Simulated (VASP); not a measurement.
Wanted: the native input for a VASP 6.6.1 run.

| Property | Result |
| --- | --- |
| Task | single point |
| Functional | PBE |
| Potentials or basis | VASP PAW PBE potentials, release 64 (Tb_3, O), 4f in core |
| Cutoff | 600 eV |
| k mesh | 4 × 4 × 4 |
| Occupations | gaussian, width 0.1 eV |
| Spin | no spin polarisation |
| Dipole correction | no |
| Further INCAR settings | ALGO = Normal; EDIFF = 1e-06; NBANDS = 23 |

The structure of TbO lies in POSCAR:

```
TbO
1.0
    2.1998145600     -5.1441620400      0.0000000000
    2.1998145600      5.1441620400      0.0000000000
    0.0000000000      0.0000000000      3.7613652000
Tb O
2 2
Direct
    0.1382600100      0.8617399900      0.7500000000
    0.8617399900      0.1382600100      0.2500000000
    0.4306510100      0.5693489900      0.7500000000
    0.5693489900      0.4306510100      0.2500000000
```

The cell was generated, and may not be a known phase.

The input as run:

INCAR

```
SYSTEM = TbO
PREC = Accurate
ENCUT = 600
EDIFF = 1E-6
ISMEAR = 0
SIGMA = 0.1
LREAL = .FALSE.
LASPH = .TRUE.
NELM = 200
ALGO = Normal
ISIF = 2
LWAVE = .FALSE.
LCHARG = .FALSE.
GGA = PE
NBANDS = 23
GGA_COMPAT = .FALSE.
LMAXMIX = 6
```

KPOINTS

```
Automatic mesh
0
G
  4 4 4
  0 0 0
```

Potentials or basis: VASP PAW PBE potentials, release 64 (Tb_3, O), 4f in core.

Command:

```bash
$ cat potpaw_PBE.64/Tb_3/POTCAR potpaw_PBE.64/O/POTCAR > POTCAR
$ mpirun -np 1 vasp_std > vasp.out
```

It gave:

```
Pressure               : -16.8 GPa
Largest force          : 3.177 eV/Å
Band gap on the k mesh : zero (bands 15 and 16 overlap by 1.05 eV)
```

Caveat: the k points lie up to 0.42 Å⁻¹ apart, too coarse for converged energies and pressures of a metal; spin-orbit coupling is left out, which moves the levels of the heavy elements; the 4f electrons are frozen in the core, so they carry no moment and show no levels; the run has no spin polarisation, though such a crystal can be magnetic; forces of over 1 eV/Å act on the atoms, so gaps and moduli don't describe the material at rest.

It took 53 s on 1 thread of AMD EPYC 9R45 96-Core Processor (Zen 5), on a shared host, peak memory 0.23 GiB.
